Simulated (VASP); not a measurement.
# InAs (a) (F-43m) in VASP: further runs

InAs (a) is run at these levels: PBEsol; tasks: single point.

Program: VASP 6.6.1. These are calculated values, not measurements. Logs are shortened: lines on timing, memory, paths and dates and some standing lists are left out, and cuts for length are marked.

**1. The cell of the first run**

Symmetry: F-43m, No. 216, cubic system. Conventional cell: a = 6.107 Å, b = 6.107 Å, c = 6.107 Å, α = 90.00°, β = 90.00°, γ = 90.00°. In (site symmetry -43m) has 4 As at 2.64 Å within 3.5 Å. Within 3.5 Å of As (site symmetry -43m) lie 4 In at 2.64 Å.

**2. Single point, PBEsol**

Contents of INCAR:

```
SYSTEM = InAs
  PREC = Accurate
  ENCUT = 500
  EDIFF = 1E-6
  ISMEAR = 0
  SIGMA = 0.1
  LREAL = .False.
  LASPH = .True.
  NELM = 120
  ALGO = Normal
  ISIF = 2
  LWAVE = .False.
  LCHARG = .True.
  GGA = PS
  LELF = .True.
  LVHAR = .True.
  NBANDS = 16
  GGA_COMPAT = .False.
```

Contents of KPOINTS:

```
Automatic mesh
0
Gamma
  6 6 6
  0 0 0
```

Contents of POSCAR:

```
InAs
1.0
    0.0000000000      3.0535616600      3.0535616600
    3.0535616600      0.0000000000      3.0535616600
    3.0535616600      3.0535616600      0.0000000000
In As
1 1
Direct
    0.0000000000      0.0000000000      0.0000000000
    0.2500000000      0.2500000000      0.2500000000
```

Potentials or basis: VASP PAW PBE potentials, release 64 (In_d, As).

Started as:

```sh
$ cat potpaw_PBE.64/In_d/POTCAR potpaw_PBE.64/As/POTCAR > POTCAR
$ mpirun -np 1 vasp_std > vasp.out
```

OUTCAR:

```text
SYSTEM = InAs
   PREC = Accurate
   ENCUT = 500
   EDIFF = 1E-6
   ISMEAR = 0
   LREAL = .False.
   LASPH = .True.
   NELM = 120
   ISIF = 2
   GGA = PS

 ion  position               nearest neighbor table
   1  0.000  0.000  0.000-   2 2.64   2 2.64   2 2.64   2 2.64
   2  0.250  0.250  0.250-   1 2.64   1 2.64   1 2.64   1 2.64

  LATTYP: Found a face centered cubic cell.
 ALAT       =     6.1071233200

  Lattice vectors:

 A1 = (   0.0000000000,   3.0535616600,   3.0535616600)
 A2 = (   3.0535616600,   0.0000000000,   3.0535616600)
 A3 = (   3.0535616600,   3.0535616600,   0.0000000000)

Analysis of symmetry for initial positions (statically):
=====================================================================
 Subroutine PRICEL returns:
 Original cell was already a primitive cell.

 Routine SETGRP: Setting up the symmetry group for a
 face centered cubic supercell.

 Subroutine GETGRP returns: Found 24 space group operations
 (whereof 24 operations were pure point group operations)
 out of a pool of 48 trial point group operations.

The static configuration has the point symmetry T_d .

Analysis of symmetry for dynamics (positions and initial velocities):
=====================================================================
 Subroutine PRICEL returns:
 Original cell was already a primitive cell.

 Routine SETGRP: Setting up the symmetry group for a
 face centered cubic supercell.

 Subroutine GETGRP returns: Found 24 space group operations
 (whereof 24 operations were pure point group operations)
 out of a pool of 48 trial point group operations.

The dynamic configuration has the point symmetry T_d .

 Subroutine INISYM returns: Found 24 space group operations
 (whereof 24 operations are pure point group operations),
 and found     1 'primitive' translations

----------------------------------------------------------------------------------------

                                     Primitive cell

  volume of cell :      56.9443

  direct lattice vectors                    reciprocal lattice vectors
     0.000000000  3.053561660  3.053561660    -0.163743214  0.163743214  0.163743214
     3.053561660  0.000000000  3.053561660     0.163743214 -0.163743214  0.163743214
     3.053561660  3.053561660  0.000000000     0.163743214  0.163743214 -0.163743214

  length of vectors
     4.318388313  4.318388313  4.318388313     0.283611566  0.283611566  0.283611566

[... 70 lines left out ...]
   NELM   =    120;   NELMIN=  2; NELMDL= -5     # of ELM steps
   EDIFF  = 0.1E-05   stopping-criterion for ELM
   LREAL  =      F    real-space projection
   EDIFFG = 0.1E-04   stopping-criterion for IOM
   NSW    =      0    number of steps for IOM
   IBRION =     -1    ionic relax: 0-MD 1-quasi-New 2-CG
   NFREE  =      0    steps in history (QN), initial steepest desc. (CG)
   ISIF   =      2    stress and relaxation
   ISYM   =      2    0-nonsym 1-usesym 2-fastsym
   POTIM  = 0.5000    time-step for ionic-motion
   TEBEG  =    0.0;   TEEND  =   0.0 temperature during run
   PSTRESS=    0.0 pullay stress
   NELECT =      18.0000    total number of electrons
   NUPDOWN=      -1.0000    fix difference up-down
   EMIN   =  10.00;   EMAX   =-10.00  energy-range for DOS
   EFERMI =   0.00;   METHOD = LEGACY
   ISMEAR =     0;   SIGMA  =   0.10  broadening in eV -4-tet -1-fermi 0-gaus
   EFERMI_NEDOS =   21; number of points for ismear=-14 and -15
   IALGO  =     38    algorithm
   IMIX   =      4    mixing-type and parameters
     AMIX     =   0.40;   BMIX     =  1.00
     AMIX_MAG =   1.60;   BMIX_MAG =  1.00
  volume/ion in A,a.u.               =      28.47       192.14
  Fermi-wavevector in a.u.,A,eV,Ry     =   1.115190  2.107404 16.920877  1.243649
  Thomas-Fermi vector in A             =   2.251793
   LORBIT       =      0    0 simple, 1 ext, 2 COOP (PROOUT), +10 PAW based schemes
   GGA     = PS    functional components
   LHFCALC =     F    Hartree Fock is set to
   AEXX    =    0.0000 exact exchange contribution
   IVDW    =     0    specifies the selected vdW correction
   LEPSILON=     F    determine dielectric tensor
   LRPA    =     F    only Hartree local field effects (RPA)
 non-spin polarized calculation
 Gauss-broadening in eV      SIGMA  =   0.10
  energy-cutoff  :      500.00
  volume of cell :       56.94
 maximum number of plane-waves:      1464
   NGX = 15   NGY = 15   NGZ = 15

 number of electron      17.9999995 magnetization

 Free energy of the ion-electron system (eV)
  ---------------------------------------------------
  ext. energy  EPLUGINS =         0.00000000
  ---------------------------------------------------
  free energy    TOTEN  =        -8.47126437 eV

  energy without entropy =       -8.47055014  energy(sigma->0) =       -8.47090726

 E-fermi :   4.1159     XC(G=0):  -9.1524

 val. band max:        4.0854458529   @ k =   0.0000   0.0000   0.0000
 cond. band min:       4.8930739190   @ k =   0.5000   0.0000   0.0000
 fundamental gap:      0.8076280661
 Fermi energy:         4.1159040024

 k-point     1 :       0.0000    0.0000    0.0000
  band No.  band energies     occupation
      1     -10.1962      2.00000
      2     -10.1962      2.00000
      3     -10.1962      2.00000
      4     -10.0806      2.00000
      5     -10.0806      2.00000
      6      -7.6162      2.00000
[... 281 lines left out ...]
      3     -10.1271      2.00000
      4     -10.1006      2.00000
      5     -10.0682      2.00000
      6      -5.6713      2.00000
[... 8 lines left out ...]
     15      15.5106      0.00000
     16      15.6987      0.00000

------------------------ aborting loop because EDIFF is reached ----------------------------------------

  FORCE on cell =-STRESS in cart. coord.  units (eV):
  Direction    XX          YY          ZZ          XY          YZ          ZX
  --------------------------------------------------------------------------------------
  -------------------------------------------------------------------------------------
  Total       -0.1361239     -0.1361239     -0.1361239      0.0000000      0.0000000     -0.0000000
  in kB       -3.8299647     -3.8299647     -3.8299647      0.0000000      0.0000000     -0.0000000
  external PRESSURE =      -3.8299647 kB  Pullay stress =       0.0000000 kB

 VOLUME and BASIS-vectors are now :
 -----------------------------------------------------------------------------
  energy-cutoff  :      500.00
  volume of cell :       56.94
      direct lattice vectors                 reciprocal lattice vectors
     0.000000000  3.053561660  3.053561660    -0.163743214  0.163743214  0.163743214
     3.053561660  0.000000000  3.053561660     0.163743214 -0.163743214  0.163743214
     3.053561660  3.053561660  0.000000000     0.163743214  0.163743214 -0.163743214

 POSITION                                       TOTAL-FORCE (eV/Angst)
 -----------------------------------------------------------------------------------
      0.00000      0.00000      0.00000        -0.000000     -0.000000      0.000000
      1.52678      1.52678      1.52678         0.000000      0.000000     -0.000000
 -----------------------------------------------------------------------------------
    total drift:                               -0.000000     -0.000000      0.000000

  FREE ENERGIE OF THE ION-ELECTRON SYSTEM (eV)
  ---------------------------------------------------
  free  energy   TOTEN  =        -8.4712643740 eV

  energy  without entropy=       -8.4705501390  energy(sigma->0) =       -8.47090726
```

It took 16 s on 1 thread of Intel Xeon Platinum 8488C (Sapphire Rapids), shared host; peak memory 0.17 GiB.

What came out:

| Property | Result |
| --- | --- |
| Free energy | -8.4713 eV |
| Pressure | -0.4 GPa |
| Band gap on the k mesh | zero (filled and empty bands touch) |

Caveat: the PAW data sets were made with another functional, which shifts forces and pressure a little; spin-orbit coupling is left out, which moves the levels of the heavy elements.

**3. Single point, PBEsol**

This run uses another cell than the first one, of 28.19 Å³/atom, 0.990 times its volume.

Contents of INCAR:

```
PREC = Accurate
ENCUT = 500
EDIFF = 1E-6
ISMEAR = 0
SIGMA = 0.1
LREAL = False
LASPH = True
NELM = 120
ALGO = Normal
ISIF = 2
LWAVE = False
LCHARG = False
GGA = PS
NBANDS = 16
GGA_COMPAT = False
```

Contents of KPOINTS:

```
regular mesh
0
Gamma
  12 12 12
```

Contents of POSCAR:

```
InAs
1.0
    0.0000000000      3.0435758146      3.0435758146
    3.0435758146      0.0000000000      3.0435758146
    3.0435758146      3.0435758146      0.0000000000
In As
1 1
Direct
    0.0000000000      0.0000000000      0.0000000000
    0.2500000000      0.2500000000      0.2500000000
```

Potentials or basis: VASP PAW PBE potentials, release 64 (In_d, As).

Started as:

```sh
$ cat potpaw_PBE.64/In_d/POTCAR potpaw_PBE.64/As/POTCAR > POTCAR
$ mpirun -np 1 vasp_std > vasp.out
```

Wall time 41 s (1 thread of Intel Xeon Platinum 8488C (Sapphire Rapids), shared host); peak memory 0.21 GiB.

It converged, with:

```
Free energy            : -8.4907 eV
Pressure               : 0.1 GPa
Band gap on the k mesh : zero (filled and empty bands touch)
```

Levels at points of the mesh, in eV from the Fermi level:
| k point | band 6 | band 7 | band 8 | band 9 | band 10 | band 11 | band 12 | band 13 |
| --- | --- | --- | --- | --- | --- | --- | --- | --- |
| (0.00, 0.00, 0.00) | -11.82 | -0.44 | -0.06 | -0.06 | -0.06 | 3.79 | 3.79 | 3.79 |
| (0.50, 0.00, 0.00) | -10.40 | -5.77 | -1.03 | -1.03 | 0.77 | 4.55 | 4.55 | 6.63 |
| (0.50, 0.50, 0.00) | -9.87 | -5.86 | -2.34 | -2.34 | 1.41 | 1.92 | 8.89 | 9.02 |

Caveat: the PAW data sets were made with another functional, which shifts forces and pressure a little; spin-orbit coupling is left out, which moves the levels of the heavy elements.
